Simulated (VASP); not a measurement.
# SnSe2 (P-3m1) in VASP: notebook

Runs on SnSe2. Level: PBEsol. Tasks: single point.

Everything below comes from runs of VASP 6.6.1. Logs are shortened: lines on timing, memory, paths and dates and some standing lists are left out, and cuts for length are marked.

## Step 1: The cell of the first run

The structure is trigonal, space group P-3m1 (No. 164). Conventional cell: a = 3.816 Å, b = 3.816 Å, c = 6.121 Å, α = 90.00°, β = 90.00°, γ = 120.00°. Within 3.6 Å of Sn (site symmetry -3m) lie 6 Se at 2.72 Å. Se (site symmetry 3m) has 3 Sn at 2.72 Å within 3.6 Å.

## Step 2: Single point, PBEsol

INCAR

```
PREC = Accurate
ENCUT = 520
EDIFF = 1E-7
ISMEAR = 0
SIGMA = 0.05
LREAL = F
LASPH = T
NELM = 60
ALGO = Normal
ISIF = 2
LWAVE = F
LCHARG = F
GGA = PS
NBANDS = 20
```

KPOINTS

```
Automatic mesh
0
Gamma
  10 10 6
```

POSCAR

```
SnSe2
1.0
    3.8158742107      0.0000000001      0.0000000000
   -1.9079371054      3.3046440040      0.0000000000
    0.0000000000      0.0000000000      6.1213284831
Sn Se
1 2
Direct
    0.0000000000      0.0000000000      0.0000000000
    0.3333333333      0.6666666667      0.2592346920
    0.6666666667      0.3333333333      0.7407653080
```

Potentials or basis: VASP PAW PBE potentials, release 64 (Sn_d, Se).

Launch:

```bash
$ cat potpaw_PBE.64/Sn_d/POTCAR potpaw_PBE.64/Se/POTCAR > POTCAR
$ mpirun -np 1 vasp_std > vasp.out
```

OUTCAR:

```text
PREC = Accurate
   ENCUT = 520
   EDIFF = 1E-7
   ISMEAR = 0
   LREAL = F
   LASPH = T
   NELM = 60
   ISIF = 2
   GGA = PS

 ion  position               nearest neighbor table
   1  0.000  0.000  0.000-   2 2.72   3 2.72   2 2.72   3 2.72   3 2.72   2 2.72
   2  0.333  0.667  0.259-   1 2.72   1 2.72   1 2.72
   3  0.667  0.333  0.741-   1 2.72   1 2.72   1 2.72

  LATTYP: Found a hexagonal cell.
 ALAT       =     3.8158742107
 C/A-ratio  =     1.6041745993

  Lattice vectors:

 A1 = (   3.8158742107,   0.0000000001,   0.0000000000)
 A2 = (  -1.9079371054,   3.3046440040,   0.0000000000)
 A3 = (   0.0000000000,   0.0000000000,   6.1213284831)

Analysis of symmetry for initial positions (statically):
=====================================================================
 Subroutine PRICEL returns:
 Original cell was already a primitive cell.

 Routine SETGRP: Setting up the symmetry group for a
 hexagonal supercell.

 Subroutine GETGRP returns: Found 12 space group operations
 (whereof 12 operations were pure point group operations)
 out of a pool of 24 trial point group operations.

The static configuration has the point symmetry D_3d.

Analysis of symmetry for dynamics (positions and initial velocities):
=====================================================================
 Subroutine PRICEL returns:
 Original cell was already a primitive cell.

 Routine SETGRP: Setting up the symmetry group for a
 hexagonal supercell.

 Subroutine GETGRP returns: Found 12 space group operations
 (whereof 12 operations were pure point group operations)
 out of a pool of 24 trial point group operations.

The dynamic configuration has the point symmetry D_3d.

 Subroutine INISYM returns: Found 12 space group operations
 (whereof 12 operations are pure point group operations),
 and found     1 'primitive' translations

----------------------------------------------------------------------------------------

                                     Primitive cell

  volume of cell :      77.1906

  direct lattice vectors                    reciprocal lattice vectors
     3.815874211  0.000000000  0.000000000     0.262063146  0.151302228  0.000000000
    -1.907937105  3.304644004  0.000000000    -0.000000000  0.302604456  0.000000000
     0.000000000  0.000000000  6.121328483     0.000000000  0.000000000  0.163363231

  length of vectors
     3.815874211  3.815874211  6.121328483     0.302604456  0.302604456  0.163363231

  position of ions in fractional coordinates (direct lattice)
     0.000000000  0.000000000  0.000000000
     0.333333333  0.666666667  0.259234692
     0.666666667  0.333333333  0.740765308

  ion indices of the primitive-cell ions
   primitive index   ion index
                 1           1
                 2           2
                 3           3

----------------------------------------------------------------------------------------

 KPOINTS: Automatic mesh

Automatic generation of k-mesh.
 Grid dimensions read from file:
 generate k-points for:   10   10    6

 Generating k-lattice:

  Cartesian coordinates                     Fractional coordinates (reciprocal lattice)
     0.026206315  0.015130223  0.000000000     0.100000000  0.000000000  0.000000000
    -0.000000000  0.030260446  0.000000000     0.000000000  0.100000000  0.000000000
     0.000000000  0.000000000  0.027227205     0.000000000  0.000000000  0.166666667

  Length of vectors
     0.030260446  0.030260446  0.027227205

  Shift w.r.t. Gamma in fractional coordinates (k-lattice)
     0.000000000  0.000000000  0.000000000

 Subroutine IBZKPT returns following result:
 ===========================================

 Found     72 irreducible k-points:

 Following reciprocal coordinates:
            Coordinates               Weight
  0.000000  0.000000  0.000000      1.000000
  0.100000  0.000000  0.000000      6.000000
  0.200000  0.000000  0.000000      6.000000
  0.300000 -0.000000  0.000000      6.000000
  0.400000 -0.000000  0.000000      6.000000
  0.500000 -0.000000  0.000000      3.000000
[... 16 lines left out ...]
  0.000000  0.400000  0.166667      6.000000
  0.500000 -0.000000  0.166667      6.000000
 [... further k-points ...]
   k-points           NKPTS =     72   k-points in BZ     NKDIM =     72   number of bands    NBANDS=     20
   number of dos      NEDOS =    301   number of ions     NIONS =      3
   total plane-waves  NPLWV =  37632
   dimension x,y,z NGX =    28 NGY =   28 NGZ =   48
   dimension x,y,z NGXF=    56 NGYF=   56 NGZF=   96
   ions per type =               1   2
   NGX,Y,Z   is equivalent  to a cutoff of  12.20, 12.20, 13.04 a.u.
   NGXF,Y,Z  is equivalent  to a cutoff of  24.40, 24.40, 26.07 a.u.
 SYSTEM =  unknown system
   PREC   = accura    normal or accurate (medium, high low for compatibility)
   ISTART =      0    job   : 0-new  1-cont  2-samecut
   ICHARG =      2    charge: 1-file 2-atom 10-const
   ISPIN  =      1    spin polarized calculation?
   LNONCOLLINEAR =      F non collinear calculations
   LSORBIT =      F    spin-orbit coupling
   LASPH  =      T    aspherical Exc in radial PAW
   ENCUT  =  520.0 eV  38.22 Ry    6.18 a.u.   7.09  7.09 11.38*2*pi/ulx,y,z
   NELM   =     60;   NELMIN=  2; NELMDL= -5     # of ELM steps
   EDIFF  = 0.1E-06   stopping-criterion for ELM
   LREAL  =      F    real-space projection
   EDIFFG = 0.1E-05   stopping-criterion for IOM
   NSW    =      0    number of steps for IOM
   IBRION =     -1    ionic relax: 0-MD 1-quasi-New 2-CG
   NFREE  =      0    steps in history (QN), initial steepest desc. (CG)
   ISIF   =      2    stress and relaxation
   ISYM   =      2    0-nonsym 1-usesym 2-fastsym
   POTIM  = 0.5000    time-step for ionic-motion
   TEBEG  =    0.0;   TEEND  =   0.0 temperature during run
   PSTRESS=    0.0 pullay stress
   NELECT =      26.0000    total number of electrons
   NUPDOWN=      -1.0000    fix difference up-down
   EMIN   =  10.00;   EMAX   =-10.00  energy-range for DOS
   EFERMI =   0.00;   METHOD = LEGACY
   ISMEAR =     0;   SIGMA  =   0.05  broadening in eV -4-tet -1-fermi 0-gaus
   EFERMI_NEDOS =   21; number of points for ismear=-14 and -15
   IALGO  =     38    algorithm
   IMIX   =      4    mixing-type and parameters
     AMIX     =   0.40;   BMIX     =  1.00
     AMIX_MAG =   1.60;   BMIX_MAG =  1.00
  volume/ion in A,a.u.               =      25.73       173.64
  Fermi-wavevector in a.u.,A,eV,Ry     =   1.139054  2.152501 17.652811  1.297445
  Thomas-Fermi vector in A             =   2.275758
   LORBIT       =      0    0 simple, 1 ext, 2 COOP (PROOUT), +10 PAW based schemes
   GGA     = PS    functional components
   LHFCALC =     F    Hartree Fock is set to
   AEXX    =    0.0000 exact exchange contribution
   IVDW    =     0    specifies the selected vdW correction
   LEPSILON=     F    determine dielectric tensor
   LRPA    =     F    only Hartree local field effects (RPA)
 non-spin polarized calculation
 Gauss-broadening in eV      SIGMA  =   0.05
  energy-cutoff  :      520.00
  volume of cell :       77.19
 maximum number of plane-waves:      2092
   NGX = 15   NGY = 15   NGZ = 23

 number of electron      26.0000008 magnetization

 Free energy of the ion-electron system (eV)
  ---------------------------------------------------
  ext. energy  EPLUGINS =         0.00000000
  ---------------------------------------------------
  free energy    TOTEN  =       -12.98319869 eV

  energy without entropy =      -12.98319869  energy(sigma->0) =      -12.98319869

 E-fermi :   4.3818     XC(G=0):  -9.6897

 val. band max:        4.1342613117   @ k =   0.1000   0.1000   0.0000
 cond. band min:       4.6280512078   @ k =   0.0000   0.4000   0.3333
 fundamental gap:      0.4937898961
 Fermi energy:         4.3817928233

 k-point     1 :       0.0000    0.0000    0.0000
  band No.  band energies     occupation
      1     -17.0664      2.00000
      2     -17.0664      2.00000
      3     -17.0286      2.00000
      4     -17.0161      2.00000
      5     -17.0161      2.00000
      6      -9.7861      2.00000
[... 12 lines left out ...]
     19      13.0551      0.00000
     20      13.0552      0.00000

 k-point     2 :       0.1000    0.0000    0.0000
  band No.  band energies     occupation
      1     -17.0705      2.00000
      2     -17.0626      2.00000
      3     -17.0259      2.00000
      4     -17.0187      2.00000
      5     -17.0158      2.00000
      6      -9.6878      2.00000
[... 12 lines left out ...]
     19      12.3408      0.00000
     20      13.1503      0.00000

 k-point     3 :       0.2000    0.0000    0.0000
  band No.  band energies     occupation
      1     -17.0828      2.00000
      2     -17.0539      2.00000
      3     -17.0264      2.00000
      4     -17.0163      2.00000
      5     -17.0136      2.00000
      6      -9.4027      2.00000
[... 12 lines left out ...]
     19      12.0688      0.00000
     20      13.3989      0.00000

 k-point     4 :       0.3000   -0.0000    0.0000
  band No.  band energies     occupation
      1     -17.0996      2.00000
      2     -17.0469      2.00000
      3     -17.0332      2.00000
      4     -17.0072      2.00000
      5     -17.0056      2.00000
      6      -8.9668      2.00000
[... 12 lines left out ...]
     19      12.6380      0.00000
     20      13.7786      0.00000

 k-point     5 :       0.4000   -0.0000    0.0000
  band No.  band energies     occupation
      1     -17.1138      2.00000
      2     -17.0443      2.00000
      3     -17.0383      2.00000
      4     -16.9988      2.00000
      5     -16.9967      2.00000
      6      -8.4729      2.00000
[... 12 lines left out ...]
     19      13.5987      0.00000
     20      14.4217      0.00000
[... 353 lines left out ...]
      6      -8.9247      2.00000
[... 12 lines left out ...]
     19      12.3246      0.00000
     20      13.0202      0.00000

 k-point    22 :       0.4000   -0.0000    0.1667
  band No.  band energies     occupation
      1     -17.1139      2.00000
      2     -17.0443      2.00000
      3     -17.0383      2.00000
      4     -16.9988      2.00000
      5     -16.9967      2.00000
      6      -8.4381      2.00000
[... 12 lines left out ...]
     19      13.9295      0.00000
     20      14.9962      0.00000

 k-point    23 :       0.0000    0.4000    0.1667
  band No.  band energies     occupation
      1     -17.1139      2.00000
      2     -17.0443      2.00000
      3     -17.0384      2.00000
      4     -16.9988      2.00000
      5     -16.9967      2.00000
      6      -8.4401      2.00000
[... 12 lines left out ...]
     19      12.8512      0.00000
     20      14.2407      0.00000

 k-point    24 :       0.5000   -0.0000    0.1667
  band No.  band energies     occupation
      1     -17.1194      2.00000
      2     -17.0439      2.00000
      3     -17.0402      2.00000
      4     -16.9950      2.00000
      5     -16.9933      2.00000
      6      -8.1584      2.00000
[... 12 lines left out ...]
     19      13.5656      0.00000
     20      15.0482      0.00000

 [... further k-points ...]

------------------------ aborting loop because EDIFF is reached ----------------------------------------

  FORCE on cell =-STRESS in cart. coord.  units (eV):
  Direction    XX          YY          ZZ          XY          YZ          ZX
  --------------------------------------------------------------------------------------
  -------------------------------------------------------------------------------------
  Total        0.1134906      0.1134906      0.1075139      0.0000000     -0.0000000      0.0000000
  in kB        2.3556252      2.3556252      2.2315704      0.0000000     -0.0000000      0.0000000
  external PRESSURE =       2.3142736 kB  Pullay stress =       0.0000000 kB

 VOLUME and BASIS-vectors are now :
 -----------------------------------------------------------------------------
  energy-cutoff  :      520.00
  volume of cell :       77.19
      direct lattice vectors                 reciprocal lattice vectors
     3.815874211  0.000000000  0.000000000     0.262063146  0.151302228  0.000000000
    -1.907937105  3.304644004  0.000000000    -0.000000000  0.302604456  0.000000000
     0.000000000  0.000000000  6.121328483     0.000000000  0.000000000  0.163363231

 POSITION                                       TOTAL-FORCE (eV/Angst)
 -----------------------------------------------------------------------------------
      0.00000      0.00000      0.00000         0.000000     -0.000000      0.000000
     -0.00000      2.20310      1.58686         0.000000      0.000000      0.018114
      1.90794      1.10155      4.53447        -0.000000     -0.000000     -0.018114
 -----------------------------------------------------------------------------------
    total drift:                               -0.000000     -0.000000     -0.000000

  FREE ENERGIE OF THE ION-ELECTRON SYSTEM (eV)
  ---------------------------------------------------
  free  energy   TOTEN  =       -12.9831986906 eV

  energy  without entropy=      -12.9831986906  energy(sigma->0) =      -12.98319869
```

It took 42 s on 1 thread of Intel Xeon 6975P-C (Granite Rapids), shared host; peak memory 0.25 GiB.

Results:

```yaml
Free_energy: -12.9832 eV
Pressure: 0.2 GPa
Largest_force: 0.018 eV/Å
Band_gap_on_the_k_mesh: 0.49 eV, indirect (least direct gap 0.96 eV)
```

Forces in eV/Å, atoms in the order of the input:
```
Sn   0.000  0.000  0.000
Se   0.000  0.000  0.018
Se   0.000  0.000 -0.018
```

Levels at points of the mesh, in eV from the valence-band top:
| k point | band 10 | band 11 | band 12 | band 13 | band 14 | band 15 | band 16 | band 17 |
| --- | --- | --- | --- | --- | --- | --- | --- | --- |
| (0.00, 0.00, 0.00) | -0.62 | -0.38 | -0.38 | -0.13 | 0.83 | 2.93 | 4.56 | 4.56 |
| (0.50, 0.00, 0.00) | -3.12 | -2.57 | -1.51 | -0.31 | 1.11 | 3.55 | 5.08 | 5.08 |
| (0.00, 0.00, 0.50) | -0.74 | -0.74 | -0.18 | -0.18 | 2.44 | 2.82 | 4.24 | 4.24 |
| (0.50, 0.00, 0.50) | -2.35 | -2.06 | -0.98 | -0.81 | 0.62 | 3.92 | 4.54 | 5.64 |

Caveat: the PAW data sets were made with another functional, which shifts forces and pressure a little; spin-orbit coupling is left out, which moves the levels of the heavy elements; this functional lacks dispersion, which binds the layers, so the pressure and a relaxed spacing across them are unreliable.

[end of part 1 of 2]
